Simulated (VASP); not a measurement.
Wanted: the native input for a VASP 6.6.1 run.

```yaml
Task: single point
Functional: PBE
Potentials_or_basis: VASP PAW PBE potentials, release 64 (Bi_d)
Cutoff: 520 eV
k_mesh: 16 × 16 × 16
Occupations: fermi-dirac, width 0.1 eV
Spin: no spin polarisation
Dipole_correction: no
Further_INCAR_settings: ALGO = Normal; EDIFF = 1e-06; NBANDS = 14
```

The structure of Bi lies in POSCAR:

```
Bi
1.0
    3.3205324981      0.0000000000      0.0000000000
    0.0000000000      3.3205324981      0.0000000000
    0.0000000000      0.0000000000      3.3205324981
Bi
1
Direct
    0.0000000000      0.0000000000      0.0000000000
```

This isn't the form of Bi at room conditions, which is rhombohedral.

One way to write it, as run:

INCAR

```
PREC     = Accurate       # precision mode
ENCUT    = 520            # plane-wave cutoff, eV
EDIFF    = 1E-6           # SCF threshold, eV
ISMEAR   = -1             # smearing method
SIGMA    = 0.1            # smearing width, eV
LREAL    = False          # projectors in reciprocal space
LASPH    = True           # aspherical terms in the spheres
NELM     = 100            # most SCF steps
ALGO     = Normal         # electronic algorithm
ISIF     = 2              # what is computed and relaxed
LWAVE    = False          # write WAVECAR
LCHARG   = False          # write CHGCAR
GGA      = PE             # functional
NBANDS   = 14             # bands
```

KPOINTS

```
Automatic mesh
0
Gamma
  16 16 16
```

Potentials or basis: VASP PAW PBE potentials, release 64 (Bi_d).

Command:

```bash
$ cat potpaw_PBE.64/Bi_d/POTCAR > POTCAR
$ mpirun -np 1 vasp_std > vasp.out
```

Results of the run:

| Property | Result |
| --- | --- |
| Pressure | -1.7 GPa |
| Band gap on the k mesh | zero (an odd number of electrons rules out a gap without spin polarisation) |

Caveat: spin-orbit coupling is left out, which moves the levels of the heavy elements.

Wall time 88 s on 1 thread of Intel Xeon 8259CL, with other jobs on the host, peak memory 0.21 GiB.
